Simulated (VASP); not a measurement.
# B3As5 (R-3m) in VASP: single point with PBE

Aim: the single point of B3As5 with PBE.

Everything below comes from runs of VASP 6.6.1. Logs are shortened: lines on timing, memory, paths and dates and some standing lists are left out, and cuts for length are marked.

## 1. The cell of the first run

Symmetry: R-3m, No. 166, trigonal system. The conventional cell has a = 6.400 Å, b = 6.400 Å, c = 11.421 Å, α = 90.00°, β = 90.00°, γ = 120.00°. B (site symmetry -3m) has 2 As at 1.94 Å within 2.6 Å. B (site symmetry 3m) has 1 B at 1.67 Å and 3 As at 2.13 Å within 2.2 Å. Within 2.8 Å of As (site symmetry 2/m) lie 2 B at 2.13 Å and 2 As at 2.62 Å. As (site symmetry 3m) has 1 B at 1.94 Å within 2.6 Å.

## 2. Single point, PBE

The input, INCAR:

```
PREC     = Accurate       # precision mode
ENCUT    = 500            # plane-wave cutoff, eV
EDIFF    = 1E-6           # SCF threshold, eV
ISMEAR   = 0              # smearing method
SIGMA    = 0.2            # smearing width, eV
LREAL    = False          # projectors in reciprocal space
LASPH    = True           # aspherical terms in the spheres
NELM     = 120            # most SCF steps
ALGO     = Normal         # electronic algorithm
ISIF     = 2              # what is computed and relaxed
LWAVE    = False          # write WAVECAR
LCHARG   = False          # write CHGCAR
GGA      = PE             # functional
NBANDS   = 27             # bands
GGA_COMPAT= False
```

The input, KPOINTS:

```
regular mesh
0
Gamma
  3 3 3
```

The input, POSCAR:

```
B3As5
1.0
    3.1999245178      1.8474772804      3.8068378863
   -3.1999245178      1.8474772804      3.8068378863
    0.0000000000     -3.6949545648      3.8068378844
B As
3 5
Direct
    0.0000000000      0.0000000000      0.0000000000
    0.4268781172      0.4268781172      0.4268781172
    0.5731218828      0.5731218828      0.5731218828
    0.5000000000      0.5000000000      0.0000000000
    0.0000000000      0.5000000000      0.5000000000
    0.5000000000      0.0000000000      0.5000000000
    0.8297730255      0.8297730255      0.8297730255
    0.1702269745      0.1702269745      0.1702269745
```

Potentials or basis: VASP PAW PBE potentials, release 64 (B, As).

On the command line:

```console
$ cat potpaw_PBE.64/B/POTCAR potpaw_PBE.64/As/POTCAR > POTCAR
$ mpirun -np 1 vasp_std > vasp.out
```

OUTCAR:

```text
PREC = Accurate
   ENCUT = 500
   EDIFF = 1E-6
   ISMEAR = 0
   LREAL = False
   LASPH = True
   NELM = 120
   ISIF = 2
   GGA = PE

 ion  position               nearest neighbor table
   1  0.000  0.000  0.000-   7 1.94   8 1.94
   2  0.427  0.427  0.427-   3 1.67   5 2.13   6 2.13   4 2.13
   3  0.573  0.573  0.573-   2 1.67   5 2.13   6 2.13   4 2.13
   4  0.500  0.500  0.000-   2 2.13   3 2.13   7 2.62   8 2.62
   5  0.000  0.500  0.500-   2 2.13   3 2.13   7 2.62   8 2.62
   6  0.500  0.000  0.500-   2 2.13   3 2.13   7 2.62   8 2.62
   7  0.830  0.830  0.830-   1 1.94   4 2.62   5 2.62   6 2.62
   8  0.170  0.170  0.170-   1 1.94   4 2.62   5 2.62   6 2.62

  LATTYP: Found a trigonal (rhomboedric) cell.
 ALAT       =     5.3051582365
 COS(alpha) =     0.2723663428

  Lattice vectors:

 A1 = (   3.1999245178,   1.8474772804,   3.8068378863)
 A2 = (  -3.1999245178,   1.8474772804,   3.8068378863)
 A3 = (   0.0000000000,  -3.6949545648,   3.8068378844)

Analysis of symmetry for initial positions (statically):
=====================================================================
 Subroutine PRICEL returns:
 Original cell was already a primitive cell.

 Routine SETGRP: Setting up the symmetry group for a
 trigonal (rhombohedral) supercell.

 Subroutine GETGRP returns: Found 12 space group operations
 (whereof 12 operations were pure point group operations)
 out of a pool of 12 trial point group operations.

The static configuration has the point symmetry D_3d.

Analysis of symmetry for dynamics (positions and initial velocities):
=====================================================================
 Subroutine PRICEL returns:
 Original cell was already a primitive cell.

 Routine SETGRP: Setting up the symmetry group for a
 trigonal (rhombohedral) supercell.

 Subroutine GETGRP returns: Found 12 space group operations
 (whereof 12 operations were pure point group operations)
 out of a pool of 12 trial point group operations.

The dynamic configuration has the point symmetry D_3d.

 Subroutine INISYM returns: Found 12 space group operations
 (whereof 12 operations are pure point group operations),
 and found     1 'primitive' translations

----------------------------------------------------------------------------------------

                                     Primitive cell

  volume of cell :     135.0313

  direct lattice vectors                    reciprocal lattice vectors
[... 86 lines left out ...]
   ISIF   =      2    stress and relaxation
   ISYM   =      2    0-nonsym 1-usesym 2-fastsym
   POTIM  = 0.5000    time-step for ionic-motion
   TEBEG  =    0.0;   TEEND  =   0.0 temperature during run
   PSTRESS=    0.0 pullay stress
   NELECT =      34.0000    total number of electrons
   NUPDOWN=      -1.0000    fix difference up-down
   EMIN   =  10.00;   EMAX   =-10.00  energy-range for DOS
   EFERMI =   0.00;   METHOD = LEGACY
   ISMEAR =     0;   SIGMA  =   0.20  broadening in eV -4-tet -1-fermi 0-gaus
   EFERMI_NEDOS =   21; number of points for ismear=-14 and -15
   IALGO  =     38    algorithm
   IMIX   =      4    mixing-type and parameters
     AMIX     =   0.40;   BMIX     =  1.00
     AMIX_MAG =   1.60;   BMIX_MAG =  1.00
  volume/ion in A,a.u.               =      16.88       113.90
  Fermi-wavevector in a.u.,A,eV,Ry     =   1.033768  1.953538 14.540216  1.068676
  Thomas-Fermi vector in A             =   2.168030
   LORBIT       =      0    0 simple, 1 ext, 2 COOP (PROOUT), +10 PAW based schemes
   GGA     = PE    functional components
   LHFCALC =     F    Hartree Fock is set to
   AEXX    =    0.0000 exact exchange contribution
   IVDW    =     0    specifies the selected vdW correction
   LEPSILON=     F    determine dielectric tensor
   LRPA    =     F    only Hartree local field effects (RPA)
 non-spin polarized calculation
 Gauss-broadening in eV      SIGMA  =   0.20
  energy-cutoff  :      500.00
  volume of cell :      135.03
 maximum number of plane-waves:      3433
 NGX is ok and might be reduce to    40
   NGX = 19   NGY = 19   NGZ = 19

 number of electron      33.9999998 magnetization

 Free energy of the ion-electron system (eV)
  ---------------------------------------------------
  ext. energy  EPLUGINS =         0.00000000
  ---------------------------------------------------
  free energy    TOTEN  =       -37.28315246 eV

  energy without entropy =      -37.22651829  energy(sigma->0) =      -37.25483537

 E-fermi :   5.0726     XC(G=0): -10.1409

 val. band max:        5.0028197577   @ k =  -0.3333   0.3333   0.3333
 cond. band min:       5.2447341662   @ k =  -0.3333   0.3333   0.0000
 fundamental gap:      0.2419144086
 Fermi energy:         5.0725596753

 k-point     1 :       0.0000    0.0000    0.0000
  band No.  band energies     occupation
      1      -9.9157      2.00000
      2      -6.4635      2.00000
      3      -5.7460      2.00000
      4      -5.7460      2.00000
      5      -5.6797      2.00000
      6      -3.4158      2.00000
[... 169 lines left out ...]
     26       9.9790      0.00000
     27      10.3476      0.00000

------------------------ aborting loop because EDIFF is reached ----------------------------------------

  FORCE on cell =-STRESS in cart. coord.  units (eV):
  Direction    XX          YY          ZZ          XY          YZ          ZX
  --------------------------------------------------------------------------------------
  -------------------------------------------------------------------------------------
  Total        0.0924439      0.0924439      0.6307004      0.0000000     -0.0000000      0.0000000
  in kB        1.0968678      1.0968678      7.4834049      0.0000000     -0.0000000      0.0000000
  external PRESSURE =       3.2257135 kB  Pullay stress =       0.0000000 kB

 VOLUME and BASIS-vectors are now :
 -----------------------------------------------------------------------------
  energy-cutoff  :      500.00
  volume of cell :      135.03
      direct lattice vectors                 reciprocal lattice vectors
     3.199924518  1.847477280  3.806837886     0.156253686  0.090213107  0.087561736
    -3.199924518  1.847477280  3.806837886    -0.156253686  0.090213107  0.087561736
     0.000000000 -3.694954565  3.806837884     0.000000000 -0.180426215  0.087561736

 POSITION                                       TOTAL-FORCE (eV/Angst)
 -----------------------------------------------------------------------------------
      0.00000      0.00000      0.00000        -0.000000      0.000000     -0.000000
      0.00000     -0.00000      4.87517        -0.000000     -0.000000      0.077626
      0.00000     -0.00000      6.54535        -0.000000      0.000000     -0.077626
      0.00000      1.84748      3.80684         0.000000      0.000000      0.000000
     -1.59996     -0.92374      3.80684        -0.000000      0.000000      0.000000
      1.59996     -0.92374      3.80684         0.000000      0.000000      0.000000
      0.00000     -0.00000      9.47643        -0.000000      0.000000     -0.051817
      0.00000     -0.00000      1.94408        -0.000000     -0.000000      0.051817
 -----------------------------------------------------------------------------------
    total drift:                                0.000000      0.000000     -0.000000

  FREE ENERGIE OF THE ION-ELECTRON SYSTEM (eV)
  ---------------------------------------------------
  free  energy   TOTEN  =       -37.2831524617 eV

  energy  without entropy=      -37.2265182872  energy(sigma->0) =      -37.25483537
```

It took 17 s on 1 thread of Intel Xeon Platinum 8488C (Sapphire Rapids), shared host; peak memory 0.23 GiB.

Results:

| Property | Result |
| --- | --- |
| Free energy | -37.2832 eV |
| Pressure | 0.3 GPa |
| Largest force | 0.078 eV/Å |
| Band gap on the k mesh | zero (band 17 reaches 6.02 eV, above the bottom of band 18 at 4.39 eV) |

Forces on the atoms (eV/Å):
```
B    0.000  0.000  0.000
B    0.000  0.000  0.078
B    0.000  0.000 -0.078
As   0.000  0.000  0.000
As   0.000  0.000  0.000
As   0.000  0.000  0.000
As   0.000  0.000 -0.052
As   0.000  0.000  0.052
```

Stress tensor (GPa, compression positive):
```
0.11 0.00 0.00
0.00 0.11 0.00
0.00 0.00 0.75
```

Levels at points of the mesh, in eV from the Fermi level:
```csv
k point,band 15,band 16,band 17,band 18,band 19,band 20
"(0.00, 0.00, 0.00)",-2.20,-1.95,-1.95,0.46,1.22,2.47
```

Caveat: the k points lie up to 0.42 Å⁻¹ apart.
